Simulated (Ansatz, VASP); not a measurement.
## LuGaP2 in VASP and in Ansatz

File INCAR:

```
SYSTEM = LuGaP2
ALGO = Normal ; EDIFF = 1E-6
ENCUT = 520 ; GGA = PE
ISIF = 2 ; ISMEAR = -1
LASPH = .True. ; LCHARG = .False.
LREAL = .False. ; LWAVE = .False.
NBANDS = 32 ; NELM = 80
PREC = Accurate ; SIGMA = 0.02
```

Contents of KPOINTS:

```
k-points
0
Gamma
  6 6 4
  0 0 0
```

File POSCAR:

```
LuGaP2
1.0
    3.7697287898      0.0000000000      0.0000000000
    0.0000000000      3.7697287898      0.0000000000
    0.0000000000      0.0000000000      5.5387272645
Ga P Lu
1 2 1
Direct
    0.0000000000      0.0000000000      0.0000000000
    0.0000000000      0.0000000000      0.5000000000
    0.5000000000      0.5000000000      0.0000000000
    0.5000000000      0.5000000000      0.5000000000
```

Input for Ansatz:

```yaml
crystal:
  lattice:
    - [3.7697287898, 0.0, 0.0]
    - [0.0, 3.7697287898, 0.0]
    - [0.0, 0.0, 5.5387272645]
  atoms:
    - { symbol: Ga, position: [0.0, 0.0, 0.0] }
    - { symbol: P, position: [0.0, 0.0, 0.5] }
    - { symbol: Lu, position: [0.5, 0.5, 0.5] }
    - { symbol: P, position: [0.5, 0.5, 0.0] }
kpoints:
  mp_grid: { grid: [6, 6, 4] }
hamiltonian:
  xc: pbe
scf:
  occupations: { method: fermi_dirac, width: 0.02 }
  n_extra_bands: 5
output:
  forces: true
  stress: true
  eigenvalues: true
  write_density: true
  write_potential: true
  elf: true
  volumetric_format: npy
```

Alike in both runs: task single point; functional PBE; k mesh 6 × 6 × 4; occupations fermi-dirac, width 0.02 eV; no spin polarisation.

```csv
,VASP,Ansatz
version,VASP 6.6.1,Ansatz 0.2.0
potentials or method,"VASP PAW PBE potentials, release 64 (Ga_d, P, Lu)","plane waves, PAW"
plane-wave cutoff (eV),520,420
valence electrons in the cell,48,48
```

```tsv
	VASP	Ansatz	Ansatz less VASP
pressure (GPa)	1.4	1.2	-0.20
```

With one functional, cell and mesh, what is left measures potentials, basis and numerics.

Spin-orbit coupling is off throughout.
